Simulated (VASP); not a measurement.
# Ge (Fd-3m) in VASP: notebook

Ge is run at these levels: PBEsol-based screened hybrid with 25 % exact exchange, r2SCAN0; tasks: single point.

Everything below comes from runs of VASP 6.6.1. Logs are shortened: lines on timing, memory, paths and dates and some standing lists are left out, and cuts for length are marked.

## (1) The cell of the first run

It takes space group Fd-3m (No. 227, cubic). The conventional cell has a = 5.637 Å, b = 5.637 Å, c = 5.637 Å, α = 90.00°, β = 90.00°, γ = 90.00°. Within 3.2 Å of Ge (site symmetry -43m) lie 4 Ge at 2.44 Å.

## (2) Single point, PBEsol-based screened hybrid with 25 % exact exchange

Input file POSCAR:

```
Ge
1.0
    0.0000000000      2.8183155314      2.8183155314
    2.8183155314      0.0000000000      2.8183155314
    2.8183155314      2.8183155314      0.0000000000
Ge
2
Direct
    0.7500000000      0.7500000000      0.7500000000
    0.5000000000      0.5000000000      0.5000000000
```

Input file INCAR.step1:

```
ALGO = Normal ; EDIFF = 1E-5
ENCUT = 520 ; GGA = PE
ISIF = 2 ; ISMEAR = -1
LASPH = T ; LCHARG = F
LREAL = F ; LWAVE = T
NBANDS = 21 ; NELM = 60
PREC = Accurate ; SIGMA = 0.05
```

Input file INCAR.step2:

```
AEXX = 0.25 ; ALGO = Normal
EDIFF = 1E-6 ; ENCUT = 520
GGA = PS ; HFSCREEN = 0.207
ISIF = 2 ; ISMEAR = -1
ISTART = 1 ; LASPH = T
LCHARG = F ; LHFCALC = T
LREAL = F ; LWAVE = F
NBANDS = 21 ; NELM = 60
PREC = Accurate ; PRECFOCK = Normal
SIGMA = 0.05
```

Input file KPOINTS:

```
k-points
0
Gamma
  4 4 4
```

Potentials or basis: VASP PAW PBE potentials, release 64 (Ge_d).

Started as:

```bash
$ cat potpaw_PBE.64/Ge_d/POTCAR > POTCAR
$ cp INCAR.step1 INCAR
$ mpirun -np 1 vasp_std > vasp.out
$ cp INCAR.step2 INCAR
$ mpirun -np 1 vasp_std > vasp.out
```

OUTCAR:

```text
AEXX = 0.25
   EDIFF = 1E-6
   ENCUT = 520
   GGA = PS
   HFSCREEN = 0.207
   ISIF = 2
   ISMEAR = -1
   ISTART = 1
   LASPH = T
   LHFCALC = T
   LREAL = F
   NELM = 60
   PREC = Accurate
   PRECFOCK = Normal

 ion  position               nearest neighbor table
   1  0.750  0.750  0.750-   2 2.44   2 2.44   2 2.44   2 2.44
   2  0.500  0.500  0.500-   1 2.44   1 2.44   1 2.44   1 2.44

  LATTYP: Found a face centered cubic cell.
 ALAT       =     5.6366310628

  Lattice vectors:

 A1 = (   0.0000000000,   2.8183155314,   2.8183155314)
 A2 = (   2.8183155314,   0.0000000000,   2.8183155314)
 A3 = (   2.8183155314,   2.8183155314,   0.0000000000)

Analysis of symmetry for initial positions (statically):
=====================================================================
 Subroutine PRICEL returns:
 Original cell was already a primitive cell.

 Routine SETGRP: Setting up the symmetry group for a
 face centered cubic supercell.

 Subroutine GETGRP returns: Found 48 space group operations
 (whereof 24 operations were pure point group operations)
 out of a pool of 48 trial point group operations.

The static configuration has the point symmetry T_d .
 The point group associated with its full space group is O_h .

Analysis of symmetry for dynamics (positions and initial velocities):
=====================================================================
 Subroutine PRICEL returns:
 Original cell was already a primitive cell.

 Routine SETGRP: Setting up the symmetry group for a
 face centered cubic supercell.

 Subroutine GETGRP returns: Found 48 space group operations
 (whereof 24 operations were pure point group operations)
 out of a pool of 48 trial point group operations.

The dynamic configuration has the point symmetry T_d .
 The point group associated with its full space group is O_h .

 Subroutine INISYM returns: Found 48 space group operations
 (whereof 24 operations are pure point group operations),
 and found     1 'primitive' translations

----------------------------------------------------------------------------------------

                                     Primitive cell

  volume of cell :      44.7712

  direct lattice vectors                    reciprocal lattice vectors
     0.000000000  2.818315531  2.818315531    -0.177410937  0.177410937  0.177410937
     2.818315531  0.000000000  2.818315531     0.177410937 -0.177410937  0.177410937
     2.818315531  2.818315531  0.000000000     0.177410937  0.177410937 -0.177410937

  length of vectors
     3.985700048  3.985700048  3.985700048     0.307284757  0.307284757  0.307284757

  position of ions in fractional coordinates (direct lattice)
     0.750000000  0.750000000  0.750000000
     0.500000000  0.500000000  0.500000000

  ion indices of the primitive-cell ions
   primitive index   ion index
                 1           1
                 2           2

----------------------------------------------------------------------------------------

 KPOINTS: k-points

Automatic generation of k-mesh.
 Grid dimensions read from file:
 generate k-points for:    4    4    4

 Generating k-lattice:

  Cartesian coordinates                     Fractional coordinates (reciprocal lattice)
    -0.044352734  0.044352734  0.044352734     0.250000000  0.000000000  0.000000000
     0.044352734 -0.044352734  0.044352734     0.000000000  0.250000000  0.000000000
     0.044352734  0.044352734 -0.044352734     0.000000000  0.000000000  0.250000000

  Length of vectors
     0.076821189  0.076821189  0.076821189

  Shift w.r.t. Gamma in fractional coordinates (k-lattice)
     0.000000000  0.000000000  0.000000000

 Subroutine IBZKPT returns following result:
 ===========================================

 Found      8 irreducible k-points:

 Following reciprocal coordinates:
            Coordinates               Weight
  0.000000  0.000000  0.000000      1.000000
  0.250000  0.000000  0.000000      8.000000
  0.500000  0.000000  0.000000      4.000000
  0.250000  0.250000  0.000000      6.000000
  0.500000  0.250000  0.000000     24.000000
 -0.250000  0.250000  0.000000     12.000000
  0.500000  0.500000  0.000000      3.000000
 -0.250000  0.500000  0.250000      6.000000
   k-points           NKPTS =      8   k-points in BZ     NKDIM =     64   number of bands    NBANDS=     21
   number of dos      NEDOS =    301   number of ions     NIONS =      2
   total plane-waves  NPLWV =  27000
   dimension x,y,z NGX =    30 NGY =   30 NGZ =   30
   dimension x,y,z NGXF=    60 NGYF=   60 NGZF=   60
   ions per type =               2
   NGX,Y,Z   is equivalent  to a cutoff of  12.51, 12.51, 12.51 a.u.
   NGXF,Y,Z  is equivalent  to a cutoff of  25.03, 25.03, 25.03 a.u.
 SYSTEM =  unknown system
   PREC   = accura    normal or accurate (medium, high low for compatibility)
   ISTART =      1    job   : 0-new  1-cont  2-samecut
   ICHARG =      0    charge: 1-file 2-atom 10-const
   ISPIN  =      1    spin polarized calculation?
   LNONCOLLINEAR =      F non collinear calculations
   LSORBIT =      F    spin-orbit coupling
   LASPH  =      T    aspherical Exc in radial PAW
   ENCUT  =  520.0 eV  38.22 Ry    6.18 a.u.   7.41  7.41  7.41*2*pi/ulx,y,z
   NELM   =     60;   NELMIN=  2; NELMDL=  0     # of ELM steps
   EDIFF  = 0.1E-05   stopping-criterion for ELM
   LREAL  =      F    real-space projection
   EDIFFG = 0.1E-04   stopping-criterion for IOM
   NSW    =      0    number of steps for IOM
   IBRION =     -1    ionic relax: 0-MD 1-quasi-New 2-CG
   NFREE  =      0    steps in history (QN), initial steepest desc. (CG)
   ISIF   =      2    stress and relaxation
   ISYM   =      3    0-nonsym 1-usesym 2-fastsym
   POTIM  = 0.5000    time-step for ionic-motion
   TEBEG  =    0.0;   TEEND  =   0.0 temperature during run
   PSTRESS=    0.0 pullay stress
   NELECT =      28.0000    total number of electrons
   NUPDOWN=      -1.0000    fix difference up-down
   EMIN   =  10.00;   EMAX   =-10.00  energy-range for DOS
   EFERMI =   0.00;   METHOD = LEGACY
   ISMEAR =    -1;   SIGMA  =   0.05  broadening in eV -4-tet -1-fermi 0-gaus
   EFERMI_NEDOS =   21; number of points for ismear=-14 and -15
   IALGO  =     38    algorithm
   IMIX   =      1    mixing-type and parameters
     AMIX     =   0.40;   BMIX     =  1.00
     AMIX_MAG =   1.60;   BMIX_MAG =  1.00
  volume/ion in A,a.u.               =      22.39       151.07
  Fermi-wavevector in a.u.,A,eV,Ry     =   1.400000  2.645616 26.667402  1.959999
  Thomas-Fermi vector in A             =   2.523003
   LORBIT       =      0    0 simple, 1 ext, 2 COOP (PROOUT), +10 PAW based schemes
   GGA     = PS    functional components
   LHFCALC =     T    Hartree Fock is set to
   PRECFOCK=normal    Normal, Fast or Accurate (Low or Medium for compatibility)
   ENCUT4O =  -1.0   cutoff for four orbital integrals eV
   NKREDX  =     1    reduce k-point grid by
   NKREDY  =     1    reduce k-point grid by
   NKREDZ  =     1    reduce k-point grid by
   AEXX    =    0.2500 exact exchange contribution
   HFSCREEN=    0.2070 screening length (either q_TF or 0.3 A-1)
   HFSCREENC=   0.2070 screening length for correlation (either q_TF or 0.3 A-1)
   ENCUTFOCK=  -1.0 apply spherical cutoff to Coloumb kernel
   IVDW    =     0    specifies the selected vdW correction
   LEPSILON=     F    determine dielectric tensor
   LRPA    =     F    only Hartree local field effects (RPA)
 non-spin polarized calculation
  energy-cutoff  :      520.00
  volume of cell :       44.77
 maximum number of plane-waves:      1243
 NGX is ok and might be reduce to    30
  NGX = 24; NGY = 24; NGZ = 24

 number of electron      28.0000030 magnetization

 Free energy of the ion-electron system (eV)
  ---------------------------------------------------
  ext. energy  EPLUGINS =         0.00000000
  ---------------------------------------------------
  free energy    TOTEN  =       -11.00421739 eV

  energy without entropy =      -11.00419668  energy(sigma->0) =      -11.00420704

 E-fermi :   5.1136     XC(G=0):  -8.3945

 val. band max:        4.6950839771   @ k =   0.0000   0.0000   0.0000
 cond. band min:       5.5472725648   @ k =   0.5000   0.0000   0.0000
 fundamental gap:      0.8521885878
 Fermi energy:         5.1136411155

 k-point     1 :       0.0000    0.0000    0.0000
  band No.  band energies     occupation
      1     -23.1816      2.00000
      2     -23.1816      2.00000
      3     -23.1816      2.00000
      4     -23.1440      2.00000
      5     -23.1440      2.00000
      6     -22.9280      2.00000
[... 13 lines left out ...]
     20      15.1295      0.00000
     21      15.1295      0.00000

 k-point     2 :       0.2500    0.0000    0.0000
  band No.  band energies     occupation
      1     -23.2009      2.00000
      2     -23.2009      2.00000
      3     -23.1732      2.00000
      4     -23.1141      2.00000
      5     -23.1141      2.00000
      6     -22.9518      2.00000
[... 13 lines left out ...]
     20      13.8663      0.00000
     21      13.8663      0.00000

 k-point     3 :       0.5000    0.0000    0.0000
  band No.  band energies     occupation
      1     -23.2077      2.00000
      2     -23.2077      2.00000
      3     -23.1644      2.00000
      4     -23.1003      2.00000
      5     -23.1003      2.00000
      6     -22.9596      2.00000
[... 13 lines left out ...]
     20      17.0506      0.00000
     21      17.1412      0.00000

 k-point     4 :       0.2500    0.2500    0.0000
  band No.  band energies     occupation
      1     -23.2012      2.00000
      2     -23.2012      2.00000
      3     -23.1885      2.00000
      4     -23.1083      2.00000
      5     -23.0715      2.00000
      6     -23.0166      2.00000
[... 13 lines left out ...]
     20      15.8195      0.00000
     21      16.2597      0.00000

 k-point     5 :       0.5000    0.2500    0.0000
  band No.  band energies     occupation
      1     -23.2297      2.00000
      2     -23.2142      2.00000
      3     -23.1433      2.00000
      4     -23.0721      2.00000
      5     -23.0522      2.00000
      6     -23.0332      2.00000
[... 13 lines left out ...]
     20      17.1846      0.00000
     21      17.6346      0.00000

 k-point     6 :      -0.2500    0.2500    0.0000
  band No.  band energies     occupation
      1     -23.2247      2.00000
      2     -23.2169      2.00000
      3     -23.1369      2.00000
      4     -23.0978      2.00000
      5     -23.0689      2.00000
      6     -22.9948      2.00000
[... 13 lines left out ...]
     20      15.2398      0.00000
     21      17.7647      0.00000

 k-point     7 :       0.5000    0.5000    0.0000
  band No.  band energies     occupation
      1     -23.2179      2.00000
      2     -23.2179      2.00000
      3     -23.1286      2.00000
      4     -23.1286      2.00000
      5     -23.0243      2.00000
      6     -23.0243      2.00000
[... 13 lines left out ...]
     20      17.6212      0.00000
     21      18.6145      0.00000

 k-point     8 :      -0.2500    0.5000    0.2500
  band No.  band energies     occupation
      1     -23.2321      2.00000
      2     -23.2321      2.00000
      3     -23.0848      2.00000
      4     -23.0848      2.00000
      5     -23.0325      2.00000
      6     -23.0325      2.00000
[... 13 lines left out ...]
     20      17.0096      0.00000
     21      18.9101      0.00000

------------------------ aborting loop because EDIFF is reached ----------------------------------------

  FORCE on cell =-STRESS in cart. coord.  units (eV):
  Direction    XX          YY          ZZ          XY          YZ          ZX
  --------------------------------------------------------------------------------------
  -------------------------------------------------------------------------------------
  Total        0.0160267      0.0160267      0.0160267      0.0000000      0.0000000     -0.0000000
  in kB        0.5735307      0.5735307      0.5735307      0.0000000      0.0000000     -0.0000000
  external PRESSURE =       0.5735307 kB  Pullay stress =       0.0000000 kB

 VOLUME and BASIS-vectors are now :
 -----------------------------------------------------------------------------
  energy-cutoff  :      520.00
  volume of cell :       44.77
      direct lattice vectors                 reciprocal lattice vectors
     0.000000000  2.818315531  2.818315531    -0.177410937  0.177410937  0.177410937
     2.818315531  0.000000000  2.818315531     0.177410937 -0.177410937  0.177410937
     2.818315531  2.818315531  0.000000000     0.177410937  0.177410937 -0.177410937

 POSITION                                       TOTAL-FORCE (eV/Angst)
 -----------------------------------------------------------------------------------
      4.22747      4.22747      4.22747        -0.000000     -0.000000     -0.000000
      2.81832      2.81832      2.81832         0.000000      0.000000      0.000000
 -----------------------------------------------------------------------------------
    total drift:                               -0.000005     -0.000004     -0.000003

  FREE ENERGIE OF THE ION-ELECTRON SYSTEM (eV)
  ---------------------------------------------------
  free  energy   TOTEN  =       -11.0042173872 eV

  energy  without entropy=      -11.0041966838  energy(sigma->0) =      -11.00420704
```

Wall time 21 min (1 thread of Intel Xeon Platinum 8488C (Sapphire Rapids), shared host); peak memory 0.27 GiB.

Results:

| Quantity | Value |
| --- | --- |
| Free energy | -11.0042 eV |
| Pressure | 0.1 GPa |
| Band gap on the k mesh | 0.85 eV (least direct gap 1.00 eV) |

Caveat: the k points lie up to 0.48 Å⁻¹ apart; the PAW data sets were made with another functional, which shifts forces and pressure a little. A k mesh can miss the band edges.

## (3) Single point, PBEsol-based screened hybrid with 25 % exact exchange

This run uses another cell than the first one, of 22.64 Å³/atom.

Input file POSCAR:

```
Ge
1.0
    0.0000000000      2.8289100000      2.8289100000
    2.8289100000      0.0000000000      2.8289100000
    2.8289100000      2.8289100000      0.0000000000
Ge
2
Direct
    0.7500000000      0.7500000000      0.7500000000
    0.5000000000      0.5000000000      0.5000000000
```

Input file INCAR.step1:

```
PREC = Accurate
ENCUT = 520
EDIFF = 1E-5
ISMEAR = -1
SIGMA = 0.05
LREAL = F
LASPH = T
NELM = 100
ALGO = Normal
ISIF = 2
LWAVE = T
LCHARG = F
GGA = PE
NBANDS = 21
```

Input file INCAR.step2:

```
PREC = Accurate
ENCUT = 520
EDIFF = 1E-6
ISMEAR = -1
SIGMA = 0.05
LREAL = F
LASPH = T
NELM = 100
ALGO = Normal
ISIF = 2
LWAVE = F
LCHARG = F
GGA = PS
LHFCALC = T
AEXX = 0.25
HFSCREEN = 0.207
PRECFOCK = Normal
ISTART = 1
NBANDS = 21
```

Input file KPOINTS:

```
regular mesh
0
Gamma
  4 4 4
```

Potentials or basis: VASP PAW PBE potentials, release 64 (Ge_d).

Started as:

```bash
$ cat potpaw_PBE.64/Ge_d/POTCAR > POTCAR
$ cp INCAR.step1 INCAR
$ mpirun -np 1 vasp_std > vasp.out
$ cp INCAR.step2 INCAR
$ mpirun -np 1 vasp_std > vasp.out
```

Wall time 22 min (1 thread of AMD EPYC 7R43 (Zen 3), shared host); peak memory 0.23 GiB.

Results (log left out):

- Free energy: -11.0028 eV
- Pressure: -0.8 GPa
- Band gap on the k mesh: 0.81 eV (least direct gap 0.88 eV)

Levels at points of the mesh, in eV from the valence-band top:
| k point | band 11 | band 12 | band 13 | band 14 | band 15 | band 16 | band 17 | band 18 |
| --- | --- | --- | --- | --- | --- | --- | --- | --- |
| (0.00, 0.00, 0.00) | -14.04 | 0.00 | 0.00 | 0.00 | 0.88 | 3.23 | 3.23 | 3.23 |
| (0.50, 0.00, 0.00) | -11.71 | -8.29 | -1.52 | -1.52 | 0.81 | 4.46 | 4.46 | 7.83 |
| (0.50, 0.50, 0.00) | -9.70 | -9.70 | -3.35 | -3.35 | 1.24 | 1.24 | 10.79 | 10.79 |

Caveat: the k points lie up to 0.48 Å⁻¹ apart; the PAW data sets were made with another functional, which shifts forces and pressure a little.

(Continued in part 2 of 2.)
